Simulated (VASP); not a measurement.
# Tl3BiO4 (I-43m) in VASP: single point with PBE

Aim: the single point of Tl3BiO4 with PBE.

All numbers are computed with VASP 6.6.1; they aren't measurements. Logs are shortened: lines on timing, memory, paths and dates and some standing lists are left out, and cuts for length are marked.

**1. The cell of the first run**

It takes space group I-43m (No. 217, cubic). Conventional cell: a = 7.065 Å, b = 7.065 Å, c = 7.065 Å, α = 90.00°, β = 90.00°, γ = 90.00°. Tl (site symmetry -42m) has 8 O at 2.88 to 3.53 Å and 4 Tl at 3.53 Å and 2 Bi at 3.53 Å within 3.8 Å. Within 2.7 Å of Bi (site symmetry -43m) lie 4 O at 2.04 Å. O (site symmetry 3m) has 1 Bi at 2.04 Å within 2.7 Å.

**2. Single point, PBE**

Contents of INCAR:

```
SYSTEM = Tl3BiO4
ALGO = Normal ; EDIFF = 1E-6
ENCUT = 520 ; GGA = PE
ISIF = 2 ; ISMEAR = 0
LASPH = .True. ; LCHARG = .True.
LELF = .True. ; LREAL = .False.
LVHAR = .True. ; LWAVE = .False.
NBANDS = 49 ; NELM = 80
PREC = Accurate ; SIGMA = 0.02
```

Contents of KPOINTS:

```
k-points
0
Gamma
  6 6 6
  0 0 0
```

Contents of POSCAR:

```
Tl3BiO4
1.0
   -3.5325237069      3.5325237069      3.5325237069
    3.5325237069     -3.5325237069      3.5325237069
    3.5325237069      3.5325237069     -3.5325237069
Tl Bi O
3 1 4
Direct
    0.5000000000      0.5000000000      0.0000000000
    0.0000000000      0.5000000000      0.5000000000
    0.5000000000      0.0000000000      0.5000000000
    0.0000000000      0.0000000000      0.0000000000
    0.3329133414      0.0000000000      0.0000000000
    0.0000000000      0.0000000000      0.3329133414
    0.6670866586      0.6670866586      0.6670866586
    0.0000000000      0.3329133414      0.0000000000
```

Potentials or basis: VASP PAW PBE potentials, release 64 (Tl_d, Bi_d, O).

The run is started by

```
> cat potpaw_PBE.64/Tl_d/POTCAR potpaw_PBE.64/Bi_d/POTCAR potpaw_PBE.64/O/POTCAR > POTCAR
> mpirun -np 1 vasp_std > vasp.out
```

OUTCAR:

```text
SYSTEM = Tl3BiO4
   EDIFF = 1E-6
   ENCUT = 520
   GGA = PE
   ISIF = 2
   ISMEAR = 0
   LASPH = .True.
   LREAL = .False.
   NELM = 80
   PREC = Accurate

 ion  position               nearest neighbor table
   1  0.500  0.500  0.000-   6 2.88   7 2.88   5 2.88   8 2.88   3 3.53   4 3.53   3 3.53   2 3.53
                             2 3.53   4 3.53
   2  0.000  0.500  0.500-   5 2.88   7 2.88   8 2.88   6 2.88   3 3.53   4 3.53   1 3.53   4 3.53
                             1 3.53   3 3.53
   3  0.500  0.000  0.500-   8 2.88   7 2.88   5 2.88   6 2.88   2 3.53   4 3.53   1 3.53   1 3.53
                             4 3.53   2 3.53
   4  0.000  0.000  0.000-   5 2.04   6 2.04   7 2.04   8 2.04   2 3.53   3 3.53   1 3.53   2 3.53
                             3 3.53   1 3.53
   5  0.333  0.000  0.000-   4 2.04   2 2.88   1 2.88   3 2.88
   6  0.000  0.000  0.333-   4 2.04   1 2.88   2 2.88   3 2.88
   7  0.667  0.667  0.667-   4 2.04   1 2.88   3 2.88   2 2.88
   8  0.000  0.333  0.000-   4 2.04   3 2.88   1 2.88   2 2.88

  LATTYP: Found a body centered cubic cell.
 ALAT       =     7.0650474138

  Lattice vectors:

 A1 = (  -3.5325237069,   3.5325237069,   3.5325237069)
 A2 = (   3.5325237069,  -3.5325237069,   3.5325237069)
 A3 = (   3.5325237069,   3.5325237069,  -3.5325237069)

Analysis of symmetry for initial positions (statically):
=====================================================================
 Subroutine PRICEL returns:
 Original cell was already a primitive cell.

 Routine SETGRP: Setting up the symmetry group for a
 body centered cubic supercell.

 Subroutine GETGRP returns: Found 24 space group operations
 (whereof 24 operations were pure point group operations)
 out of a pool of 48 trial point group operations.

The static configuration has the point symmetry T_d .

Analysis of symmetry for dynamics (positions and initial velocities):
=====================================================================
 Subroutine PRICEL returns:
 Original cell was already a primitive cell.

 Routine SETGRP: Setting up the symmetry group for a
 body centered cubic supercell.

 Subroutine GETGRP returns: Found 24 space group operations
 (whereof 24 operations were pure point group operations)
 out of a pool of 48 trial point group operations.

The dynamic configuration has the point symmetry T_d .

 Subroutine INISYM returns: Found 24 space group operations
 (whereof 24 operations are pure point group operations),
 and found     1 'primitive' translations

----------------------------------------------------------------------------------------

                                     Primitive cell

  volume of cell :     176.3255

  direct lattice vectors                    reciprocal lattice vectors
    -3.532523707  3.532523707  3.532523707     0.000000000  0.141541867  0.141541867
     3.532523707 -3.532523707  3.532523707     0.141541867  0.000000000  0.141541867
     3.532523707  3.532523707 -3.532523707     0.141541867  0.141541867  0.000000000

  length of vectors
     6.118510539  6.118510539  6.118510539     0.200170428  0.200170428  0.200170428

  position of ions in fractional coordinates (direct lattice)
     0.500000000  0.500000000  0.000000000
     0.000000000  0.500000000  0.500000000
     0.500000000  0.000000000  0.500000000
     0.000000000  0.000000000  0.000000000
     0.332913341  0.000000000  0.000000000
     0.000000000  0.000000000  0.332913341
     0.667086659  0.667086659  0.667086659
     0.000000000  0.332913341  0.000000000

  ion indices of the primitive-cell ions
   primitive index   ion index
                 1           1
                 2           2
                 3           3
                 4           4
                 5           5
                 6           6
                 7           7
                 8           8

----------------------------------------------------------------------------------------

 KPOINTS: k-points

Automatic generation of k-mesh.
 Grid dimensions read from file:
 generate k-points for:    6    6    6

 Generating k-lattice:

  Cartesian coordinates                     Fractional coordinates (reciprocal lattice)
     0.000000000  0.023590311  0.023590311     0.166666667  0.000000000  0.000000000
     0.023590311  0.000000000  0.023590311     0.000000000  0.166666667  0.000000000
     0.023590311  0.023590311  0.000000000     0.000000000  0.000000000  0.166666667

  Length of vectors
     0.033361738  0.033361738  0.033361738

  Shift w.r.t. Gamma in fractional coordinates (k-lattice)
     0.000000000  0.000000000  0.000000000

 Subroutine IBZKPT returns following result:
 ===========================================

 Found     16 irreducible k-points:

 Following reciprocal coordinates:
            Coordinates               Weight
  0.000000  0.000000  0.000000      1.000000
  0.166667  0.000000  0.000000     12.000000
  0.333333  0.000000  0.000000     12.000000
  0.500000  0.000000  0.000000      6.000000
  0.166667  0.166667  0.000000     24.000000
  0.333333  0.166667  0.000000     48.000000
[... 8 lines left out ...]
  0.500000  0.500000  0.333333     12.000000
  0.500000  0.500000  0.500000      1.000000
   k-points           NKPTS =     16   k-points in BZ     NKDIM =     16   number of bands    NBANDS=     49
   number of dos      NEDOS =    301   number of ions     NIONS =      8
   total plane-waves  NPLWV = 110592
   dimension x,y,z NGX =    48 NGY =   48 NGZ =   48
   dimension x,y,z NGXF=    96 NGYF=   96 NGZF=   96
   ions per type =               3   1   4
   NGX,Y,Z   is equivalent  to a cutoff of  13.04, 13.04, 13.04 a.u.
   NGXF,Y,Z  is equivalent  to a cutoff of  26.08, 26.08, 26.08 a.u.
 SYSTEM =  Tl3BiO4
   PREC   = accura    normal or accurate (medium, high low for compatibility)
   ISTART =      0    job   : 0-new  1-cont  2-samecut
   ICHARG =      2    charge: 1-file 2-atom 10-const
   ISPIN  =      1    spin polarized calculation?
   LNONCOLLINEAR =      F non collinear calculations
   LSORBIT =      F    spin-orbit coupling
   LASPH  =      T    aspherical Exc in radial PAW
   ENCUT  =  520.0 eV  38.22 Ry    6.18 a.u.  11.38 11.38 11.38*2*pi/ulx,y,z
   NELM   =     80;   NELMIN=  2; NELMDL= -5     # of ELM steps
   EDIFF  = 0.1E-05   stopping-criterion for ELM
   LREAL  =      F    real-space projection
   EDIFFG = 0.1E-04   stopping-criterion for IOM
   NSW    =      0    number of steps for IOM
   IBRION =     -1    ionic relax: 0-MD 1-quasi-New 2-CG
   NFREE  =      0    steps in history (QN), initial steepest desc. (CG)
   ISIF   =      2    stress and relaxation
   ISYM   =      2    0-nonsym 1-usesym 2-fastsym
   POTIM  = 0.5000    time-step for ionic-motion
   TEBEG  =    0.0;   TEEND  =   0.0 temperature during run
   PSTRESS=    0.0 pullay stress
   NELECT =      78.0000    total number of electrons
   NUPDOWN=      -1.0000    fix difference up-down
   EMIN   =  10.00;   EMAX   =-10.00  energy-range for DOS
   EFERMI =   0.00;   METHOD = LEGACY
   ISMEAR =     0;   SIGMA  =   0.02  broadening in eV -4-tet -1-fermi 0-gaus
   EFERMI_NEDOS =   21; number of points for ismear=-14 and -15
   IALGO  =     38    algorithm
   IMIX   =      4    mixing-type and parameters
     AMIX     =   0.40;   BMIX     =  1.00
     AMIX_MAG =   1.60;   BMIX_MAG =  1.00
  volume/ion in A,a.u.               =      22.04       148.74
  Fermi-wavevector in a.u.,A,eV,Ry     =   1.247387  2.357220 21.170323  1.555975
  Thomas-Fermi vector in A             =   2.381522
   LORBIT       =      0    0 simple, 1 ext, 2 COOP (PROOUT), +10 PAW based schemes
   GGA     = PE    functional components
   LHFCALC =     F    Hartree Fock is set to
   AEXX    =    0.0000 exact exchange contribution
   IVDW    =     0    specifies the selected vdW correction
   LEPSILON=     F    determine dielectric tensor
   LRPA    =     F    only Hartree local field effects (RPA)
 non-spin polarized calculation
 Gauss-broadening in eV      SIGMA  =   0.02
  energy-cutoff  :      520.00
  volume of cell :      176.33
 maximum number of plane-waves:      4770
 NGX is ok and might be reduce to    48
   NGX = 23   NGY = 23   NGZ = 23

 number of electron      77.9999988 magnetization

 Free energy of the ion-electron system (eV)
  ---------------------------------------------------
  ext. energy  EPLUGINS =         0.00000000
  ---------------------------------------------------
  free energy    TOTEN  =       -34.97702620 eV

  energy without entropy =      -34.97702620  energy(sigma->0) =      -34.97702620

 E-fermi :   3.2695     XC(G=0):  -9.2853

 val. band max:        3.0959393156   @ k =   0.5000   0.5000   0.5000
 cond. band min:       4.3339560993   @ k =   0.3333   0.1667   0.1667
 fundamental gap:      1.2380167837
 Fermi energy:         3.2695295314

 k-point     1 :       0.0000    0.0000    0.0000
  band No.  band energies     occupation
      1     -19.4187      2.00000
      2     -19.4187      2.00000
      3     -19.4187      2.00000
      4     -19.0806      2.00000
      5     -19.0806      2.00000
      6     -14.5666      2.00000
[... 41 lines left out ...]
     48       9.8102      0.00000
     49       9.8102      0.00000

 k-point     2 :       0.1667    0.0000    0.0000
  band No.  band energies     occupation
      1     -19.4187      2.00000
      2     -19.4185      2.00000
      3     -19.4184      2.00000
      4     -19.0805      2.00000
      5     -19.0804      2.00000
      6     -14.5507      2.00000
[... 41 lines left out ...]
     48       9.6096      0.00000
     49       9.9234      0.00000

 k-point     3 :       0.3333    0.0000    0.0000
  band No.  band energies     occupation
      1     -19.4188      2.00000
      2     -19.4181      2.00000
      3     -19.4177      2.00000
      4     -19.0805      2.00000
      5     -19.0801      2.00000
      6     -14.5176      2.00000
[... 41 lines left out ...]
     48       9.1255      0.00000
     49      10.0093      0.00000

 k-point     4 :       0.5000    0.0000    0.0000
  band No.  band energies     occupation
      1     -19.4188      2.00000
      2     -19.4179      2.00000
      3     -19.4173      2.00000
      4     -19.0804      2.00000
      5     -19.0800      2.00000
      6     -14.5005      2.00000
[... 561 lines left out ...]
     48      10.1620      0.00000
     49      10.7008      0.00000

 k-point    15 :       0.5000    0.5000    0.3333
  band No.  band energies     occupation
      1     -19.4177      2.00000
      2     -19.4175      2.00000
      3     -19.4173      2.00000
      4     -19.0807      2.00000
      5     -19.0805      2.00000
      6     -14.4797      2.00000
[... 41 lines left out ...]
     48      10.6404      0.00000
     49      10.8429      0.00000

 k-point    16 :       0.5000    0.5000    0.5000
  band No.  band energies     occupation
      1     -19.4173      2.00000
      2     -19.4173      2.00000
      3     -19.4173      2.00000
      4     -19.0807      2.00000
      5     -19.0807      2.00000
      6     -14.4728      2.00000
[... 41 lines left out ...]
     48      10.9894      0.00000
     49      10.9894      0.00000

------------------------ aborting loop because EDIFF is reached ----------------------------------------

  FORCE on cell =-STRESS in cart. coord.  units (eV):
  Direction    XX          YY          ZZ          XY          YZ          ZX
  --------------------------------------------------------------------------------------
  -------------------------------------------------------------------------------------
  Total        0.0817476      0.0817476      0.0817476      0.0000000      0.0000000      0.0000000
  in kB        0.7427971      0.7427971      0.7427971      0.0000000      0.0000000      0.0000000
  external PRESSURE =       0.7427971 kB  Pullay stress =       0.0000000 kB

 VOLUME and BASIS-vectors are now :
 -----------------------------------------------------------------------------
  energy-cutoff  :      520.00
  volume of cell :      176.33
      direct lattice vectors                 reciprocal lattice vectors
    -3.532523707  3.532523707  3.532523707     0.000000000  0.141541867  0.141541867
     3.532523707 -3.532523707  3.532523707     0.141541867  0.000000000  0.141541867
     3.532523707  3.532523707 -3.532523707     0.141541867  0.141541867  0.000000000

 POSITION                                       TOTAL-FORCE (eV/Angst)
 -----------------------------------------------------------------------------------
      0.00000      0.00000      3.53252         0.000000      0.000000     -0.000000
      3.53252      0.00000      0.00000         0.000000      0.000000     -0.000000
      0.00000      3.53252      0.00000         0.000000      0.000000     -0.000000
      0.00000      0.00000      0.00000         0.000000      0.000000     -0.000000
     -1.17602      1.17602      1.17602        -0.048771      0.048771      0.048771
      1.17602      1.17602     -1.17602         0.048771      0.048771     -0.048771
      2.35650      2.35650      2.35650        -0.048771     -0.048771     -0.048771
      1.17602     -1.17602      1.17602         0.048771     -0.048771      0.048771
 -----------------------------------------------------------------------------------
    total drift:                               -0.000003     -0.000003     -0.000004

  FREE ENERGIE OF THE ION-ELECTRON SYSTEM (eV)
  ---------------------------------------------------
  free  energy   TOTEN  =       -34.9770262032 eV

  energy  without entropy=      -34.9770262032  energy(sigma->0) =      -34.97702620
```

It used 590 s of CPU time on 1 thread of AMD EPYC 7R13 Processor (Zen 3), on a shared host.

Results:

```yaml
Free_energy: -34.9770 eV
Pressure: 0.1 GPa
Largest_force: 0.084 eV/Å
Band_gap_on_the_k_mesh: 1.24 eV, indirect (least direct gap 1.65 eV)
```

Forces on the atoms (eV/Å):
```
Tl   0.000  0.000  0.000
Tl   0.000  0.000  0.000
Tl   0.000  0.000  0.000
Bi   0.000  0.000  0.000
O   -0.049  0.049  0.049
O    0.049  0.049 -0.049
O   -0.049 -0.049 -0.049
O    0.049 -0.049  0.049
```

Caveat: spin-orbit coupling is left out, which moves the levels of the heavy elements. A k mesh can miss the band edges.
